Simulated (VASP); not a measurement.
# Sn (Im-3m) in VASP: notebook

The runs below take Sn through relaxation of cell and atoms, single point, with BLYP.

Program: VASP 6.6.1. These are calculated values, not measurements. Logs are shortened: lines on timing, memory, paths and dates and some standing lists are left out, and cuts for length are marked.

### Step 1. The cell of the first run

Symmetry: Im-3m, No. 229, cubic system. Conventional cell: a = 3.827 Å, b = 3.827 Å, c = 3.827 Å, α = 90.00°, β = 90.00°, γ = 90.00°. Within 4.4 Å of Sn (site symmetry m-3m) lie 14 Sn at 3.31 to 3.83 Å.

This isn't the form of Sn at room conditions, which is tetragonal (white tin).

### Step 2. Relaxation of cell and atoms, BLYP

INCAR reads:

```
PREC     = Accurate       # precision mode
ENCUT    = 600            # plane-wave cutoff, eV
EDIFF    = 1E-6           # SCF threshold, eV
ISMEAR   = -1             # smearing method
SIGMA    = 0.1            # smearing width, eV
LREAL    = F              # projectors in reciprocal space
LASPH    = T              # aspherical terms in the spheres
NELM     = 100            # most SCF steps
ALGO     = Normal         # electronic algorithm
ISIF     = 3              # what is computed and relaxed
LWAVE    = F              # write WAVECAR
LCHARG   = F              # write CHGCAR
GGA      = B5             # functional
ALDAX    = 1.0          
AGGAX    = 1.0          
AGGAC    = 1.0          
ALDAC    = 0.0          
IBRION   = 2              # ionic algorithm
NSW      = 80             # ionic steps
EDIFFG   = -0.01          # ionic threshold
```

KPOINTS reads:

```
Automatic mesh
0
Gamma
  12 12 12
```

POSCAR reads:

```
Sn
1.0
   -1.9137253733      1.9137253733      1.9137253733
    1.9137253733     -1.9137253733      1.9137253733
    1.9137253733      1.9137253733     -1.9137253733
Sn
1
Direct
    0.0000000000      0.0000000000      0.0000000000
```

Potentials or basis: VASP PAW PBE potentials, release 64 (Sn_d).

Started as:

```sh
> cat potpaw_PBE.64/Sn_d/POTCAR > POTCAR
> mpirun -np 1 vasp_std > vasp.out
```

OUTCAR:

```text
PREC = Accurate
   ENCUT = 600
   EDIFF = 1E-6
   ISMEAR = -1
   LREAL = F
   LASPH = T
   NELM = 100
   ISIF = 3
   GGA = B5
   IBRION = 2
   NSW = 80
   EDIFFG = -0.01

 ion  position               nearest neighbor table
   1  0.000  0.000  0.000-

  LATTYP: Found a body centered cubic cell.
 ALAT       =     3.8274507466

  Lattice vectors:

 A1 = (  -1.9137253733,   1.9137253733,   1.9137253733)
 A2 = (   1.9137253733,  -1.9137253733,   1.9137253733)
 A3 = (   1.9137253733,   1.9137253733,  -1.9137253733)

Analysis of symmetry for initial positions (statically):
=====================================================================
 Subroutine PRICEL returns:
 Original cell was already a primitive cell.

 Routine SETGRP: Setting up the symmetry group for a
 body centered cubic supercell.

 Subroutine GETGRP returns: Found 48 space group operations
 (whereof 48 operations were pure point group operations)
 out of a pool of 48 trial point group operations.

The static configuration has the point symmetry O_h .

Analysis of symmetry for dynamics (positions and initial velocities):
=====================================================================
 Subroutine PRICEL returns:
 Original cell was already a primitive cell.

 Routine SETGRP: Setting up the symmetry group for a
 body centered cubic supercell.

 Subroutine GETGRP returns: Found 48 space group operations
 (whereof 48 operations were pure point group operations)
 out of a pool of 48 trial point group operations.

The dynamic configuration has the point symmetry O_h .

 Subroutine INISYM returns: Found 48 space group operations
 (whereof 48 operations are pure point group operations),
 and found     1 'primitive' translations

----------------------------------------------------------------------------------------

                                     Primitive cell

  volume of cell :      28.0349

  direct lattice vectors                    reciprocal lattice vectors
    -1.913725373  1.913725373  1.913725373     0.000000000  0.261270508  0.261270508
     1.913725373 -1.913725373  1.913725373     0.261270508  0.000000000  0.261270508
     1.913725373  1.913725373 -1.913725373     0.261270508  0.261270508  0.000000000

  length of vectors
     3.314669578  3.314669578  3.314669578     0.369492296  0.369492296  0.369492296

  position of ions in fractional coordinates (direct lattice)
     0.000000000  0.000000000  0.000000000

[... 94 lines left out ...]
     AMIX     =   0.40;   BMIX     =  1.00
     AMIX_MAG =   1.60;   BMIX_MAG =  1.00
  volume/ion in A,a.u.               =      28.03       189.19
  Fermi-wavevector in a.u.,A,eV,Ry     =   1.298827  2.454427 22.952361  1.686951
  Thomas-Fermi vector in A             =   2.430130
   LORBIT       =      0    0 simple, 1 ext, 2 COOP (PROOUT), +10 PAW based schemes
   GGA     = B5    functional components
   LHFCALC =     F    Hartree Fock is set to
   AEXX    =    0.0000 exact exchange contribution
   IVDW    =     0    specifies the selected vdW correction
   LEPSILON=     F    determine dielectric tensor
   LRPA    =     F    only Hartree local field effects (RPA)
 conjugate gradient relaxation of ions
 non-spin polarized calculation
  energy-cutoff  :      600.00
  volume of cell :       28.03
 maximum number of plane-waves:       959
   NGX = 13   NGY = 13   NGZ = 13

--------------------------------------- Ionic step        1  -------------------------------------------

 number of electron      13.9999999 magnetization

 Free energy of the ion-electron system (eV)
  ---------------------------------------------------
  ext. energy  EPLUGINS =         0.00000000
  ---------------------------------------------------
  free energy    TOTEN  =        -2.92352674 eV

  energy without entropy =       -2.90275403  energy(sigma->0) =       -2.91314038

------------------------ aborting loop because EDIFF is reached ----------------------------------------

  FORCE on cell =-STRESS in cart. coord.  units (eV):
  Direction    XX          YY          ZZ          XY          YZ          ZX
  --------------------------------------------------------------------------------------
  -------------------------------------------------------------------------------------
  Total        0.6509244      0.6509244      0.6509244      0.0000000     -0.0000000      0.0000000
  in kB       37.1999437     37.1999437     37.1999437      0.0000000     -0.0000000      0.0000000
  external PRESSURE =      37.1999437 kB  Pullay stress =       0.0000000 kB
[... 57 lines left out ...]
--------------------------------------- Ionic step        3  -------------------------------------------

 number of electron      13.9999995 magnetization

 Free energy of the ion-electron system (eV)
  ---------------------------------------------------
  ext. energy  EPLUGINS =         0.00000000
  ---------------------------------------------------
  free energy    TOTEN  =        -2.95116810 eV

  energy without entropy =       -2.92752902  energy(sigma->0) =       -2.93934856

 E-fermi :   7.2353     XC(G=0):  -9.2152

 val. band max:        7.2148597498   @ k =  -0.3333   0.5000   0.0833
 cond. band min:       7.2528748512   @ k =   0.2500   0.2500   0.0000
 fundamental gap:      0.0380151015
 Fermi energy:         7.2352814486

 k-point     1 :       0.0000    0.0000    0.0000
  band No.  band energies     occupation
      1     -14.2986      2.00000
      2     -14.2986      2.00000
      3     -14.2986      2.00000
      4     -14.2000      2.00000
      5     -14.2000      2.00000
      6      -3.1042      2.00000
      7      13.8623      0.00000
      8      13.8623      0.00000
      9      13.8623      0.00000
     10      19.1580      0.00000
     11      19.1580      0.00000
[... 309 lines left out ...]
 k-point    24 :       0.4167    0.0833    0.0833
  band No.  band energies     occupation
      1     -14.3188      2.00000
      2     -14.2719      2.00000
      3     -14.2058      2.00000
      4     -14.2051      2.00000
      5     -14.1581      2.00000
      6       0.9328      2.00000
      7       3.7498      2.00000
      8       8.8183      0.00000
      9      10.3888      0.00000
     10      16.8014      0.00000
     11      17.4278      0.00000

 [... further k-points ...]

------------------------ aborting loop because EDIFF is reached ----------------------------------------

  FORCE on cell =-STRESS in cart. coord.  units (eV):
  Direction    XX          YY          ZZ          XY          YZ          ZX
  --------------------------------------------------------------------------------------
  -------------------------------------------------------------------------------------
  Total       -0.0016898     -0.0016898     -0.0016898     -0.0000000     -0.0000000      0.0000000
  in kB       -0.0884690     -0.0884690     -0.0884690     -0.0000000     -0.0000000      0.0000000
  external PRESSURE =      -0.0884690 kB  Pullay stress =       0.0000000 kB
[... 16 lines left out ...]
  FREE ENERGIE OF THE ION-ELECTRON SYSTEM (eV)
  ---------------------------------------------------
  free  energy   TOTEN  =        -2.9511680966 eV

  energy  without entropy=       -2.9275290242  energy(sigma->0) =       -2.93934856

 reached required accuracy - stopping structural energy minimisation
```

OSZICAR:

```text
N       E                     dE             d eps       ncg     rms          rms(c)
DAV:   1     0.799778884670E+02    0.79978E+02   -0.81446E+03  1596   0.205E+03
DAV:   2     0.207476468119E+01   -0.77903E+02   -0.76272E+02  1641   0.365E+02
DAV:   3    -0.282101747785E+01   -0.48958E+01   -0.48545E+01  1812   0.805E+01
DAV:   4    -0.293152713044E+01   -0.11051E+00   -0.11045E+00  1789   0.129E+01
[... 20 lines left out ...]
DAV:   2    -0.295189272840E+01    0.33240E-02   -0.51831E-03  1800   0.152E+00    0.148E-01
DAV:   3    -0.295119627786E+01    0.69645E-03   -0.20146E-03  2326   0.869E-01    0.184E-02
DAV:   4    -0.295116896690E+01    0.27311E-04   -0.46983E-05  1740   0.103E-01    0.536E-03
DAV:   5    -0.295116765726E+01    0.13096E-05   -0.28595E-06  2049   0.149E-02    0.276E-03
DAV:   6    -0.295116809661E+01   -0.43935E-06   -0.34730E-07   819   0.121E-02
   3 F= -.29511681E+01 E0= -.29393486E+01  d E =-.276414E-01
```

It took 69 s on 1 thread of Intel Xeon Platinum 8259CL at 2.50GHz (Skylake/Cascade Lake), shared host; peak memory 0.18 GiB.

What came out:

```
Free energy                           : -2.9512 eV
Relaxed volume                        : 30.60 Å³/atom
Relaxed cell                          : a = 3.413 Å, b = 3.413 Å, c = 3.413 Å, α = 109.47°, β = 109.47°, γ = 109.47°
Space group after relaxing (to 0.1 Å) : Im-3m (No. 229)
Energy gained by relaxing             : 27.6 meV/atom
Ionic steps                           : 3
Pressure after relaxing               : 0.0 GPa
Band gap on the k mesh                : zero (bands 7 and 8 overlap by 8.68 eV)
```

Step by step:
```
step  energy change (eV)  largest force (eV/Å)  pressure (GPa)  volume (Å³)
   1              0.0000                0.0000            3.72        28.03
   2             -0.0276                0.0000           -0.17        30.76
   3             -0.0276                0.0000           -0.01        30.60
```

Final structure:
```yaml
crystal:
  lattice:
    - [-1.97046, 1.97046, 1.97046]
    - [1.97046, -1.97046, 1.97046]
    - [1.97046, 1.97046, -1.97046]
  atoms:
    - { symbol: Sn, position: [0.00000, 0.00000, 0.00000] }
```

Caveat: the PAW data sets were made with another functional, which shifts forces and pressure a little; spin-orbit coupling is left out, which moves the levels of the heavy elements.

### Step 3. Single point, BLYP

This run uses another cell than the first one, of 30.57 Å³/atom.

INCAR reads:

```
PREC     = Accurate       # precision mode
ENCUT    = 520            # plane-wave cutoff, eV
EDIFF    = 1E-6           # SCF threshold, eV
ISMEAR   = -1             # smearing method
SIGMA    = 0.1            # smearing width, eV
LREAL    = False          # projectors in reciprocal space
LASPH    = True           # aspherical terms in the spheres
NELM     = 80             # most SCF steps
ALGO     = Normal         # electronic algorithm
ISIF     = 2              # what is computed and relaxed
LWAVE    = False          # write WAVECAR
LCHARG   = True           # write CHGCAR
GGA      = B5             # functional
ALDAX    = 1.0          
AGGAX    = 1.0          
AGGAC    = 1.0          
ALDAC    = 0.0          
LELF     = True           # ELF
LVHAR    = True         
NBANDS   = 13             # bands
```

KPOINTS reads:

```
Automatic mesh
0
Gamma
  18 18 18
```

POSCAR reads:

```
Sn
1.0
   -1.9698513872      1.9698513872      1.9698513872
    1.9698513872     -1.9698513872      1.9698513872
    1.9698513872      1.9698513872     -1.9698513872
Sn
1
Direct
    0.0000000000      0.0000000000      0.0000000000
```

Potentials or basis: VASP PAW PBE potentials, release 64 (Sn_d).

Started as:

```sh
> cat potpaw_PBE.64/Sn_d/POTCAR > POTCAR
> mpirun -np 1 vasp_std > vasp.out
```

OUTCAR:

```text
PREC = Accurate
   ENCUT = 520
   EDIFF = 1E-6
   ISMEAR = -1
   LREAL = False
   LASPH = True
   NELM = 80
   ISIF = 2
   GGA = B5

 ion  position               nearest neighbor table
   1  0.000  0.000  0.000-

  LATTYP: Found a body centered cubic cell.
 ALAT       =     3.9397027744

  Lattice vectors:

 A1 = (  -1.9698513872,   1.9698513872,   1.9698513872)
 A2 = (   1.9698513872,  -1.9698513872,   1.9698513872)
[... 561 lines left out ...]
     11      17.1080      0.00000
     12      20.1924      0.00000
     13      22.0741      0.00000

 [... further k-points ...]

------------------------ aborting loop because EDIFF is reached ----------------------------------------

  FORCE on cell =-STRESS in cart. coord.  units (eV):
  Direction    XX          YY          ZZ          XY          YZ          ZX
  --------------------------------------------------------------------------------------
  -------------------------------------------------------------------------------------
  Total        0.0042690      0.0042690      0.0042690     -0.0000000      0.0000000     -0.0000000
  in kB        0.2237042      0.2237042      0.2237042     -0.0000000      0.0000000     -0.0000000
  external PRESSURE =       0.2237042 kB  Pullay stress =       0.0000000 kB

 VOLUME and BASIS-vectors are now :
 -----------------------------------------------------------------------------
  energy-cutoff  :      520.00
  volume of cell :       30.57
      direct lattice vectors                 reciprocal lattice vectors
    -1.969851387  1.969851387  1.969851387     0.000000000  0.253826255  0.253826255
     1.969851387 -1.969851387  1.969851387     0.253826255  0.000000000  0.253826255
     1.969851387  1.969851387 -1.969851387     0.253826255  0.253826255  0.000000000

 POSITION                                       TOTAL-FORCE (eV/Angst)
 -----------------------------------------------------------------------------------
      0.00000      0.00000      0.00000         0.000000      0.000000      0.000000
 -----------------------------------------------------------------------------------
    total drift:                               -0.000000     -0.000000     -0.000000

  FREE ENERGIE OF THE ION-ELECTRON SYSTEM (eV)
  ---------------------------------------------------
  free  energy   TOTEN  =        -2.9531011977 eV

  energy  without entropy=       -2.9325765167  energy(sigma->0) =       -2.94283886
```

OSZICAR:

```text
N       E                     dE             d eps       ncg     rms          rms(c)
DAV:   1     0.824742611490E+02    0.82474E+02   -0.72650E+03  5153   0.153E+03
DAV:   2     0.298209072905E+01   -0.79492E+02   -0.77176E+02  5395   0.334E+02
DAV:   3    -0.282902834257E+01   -0.58111E+01   -0.57917E+01  6063   0.749E+01
DAV:   4    -0.295897208654E+01   -0.12994E+00   -0.12992E+00  6091   0.121E+01
DAV:   5    -0.296384963591E+01   -0.48775E-02   -0.48774E-02  6662   0.226E+00    0.101E+00
DAV:   6    -0.295450309088E+01    0.93465E-02   -0.14766E-02  6473   0.203E+00    0.519E-01
DAV:   7    -0.295303279233E+01    0.14703E-02   -0.69918E-03  6400   0.132E+00    0.997E-02
DAV:   8    -0.295310249170E+01   -0.69699E-04   -0.71040E-04  6200   0.399E-01    0.253E-02
DAV:   9    -0.295309736125E+01    0.51304E-05   -0.25560E-05  6428   0.782E-02    0.122E-02
DAV:  10    -0.295310106765E+01   -0.37064E-05   -0.65000E-06  5930   0.226E-02    0.318E-03
DAV:  11    -0.295310119773E+01   -0.13008E-06   -0.90733E-08  3435   0.328E-03
   1 F= -.29531012E+01 E0= -.29428389E+01  d E =-.205247E-01
```

Run time: 72 s. Hardware: 1 thread of Intel Xeon Platinum 8259CL at 2.50GHz (Skylake/Cascade Lake), shared host; peak memory 0.2 GiB.

What came out:

* Free energy: -2.9531 eV
* Pressure: 0.0 GPa
* Band gap on the k mesh: zero (bands 7 and 8 overlap by 8.69 eV)

Caveat: the PAW data sets were made with another functional, which shifts forces and pressure a little; spin-orbit coupling is left out, which moves the levels of the heavy elements.

The gap in the log of VASP goes by the Fermi energy; the results here count the filled bands.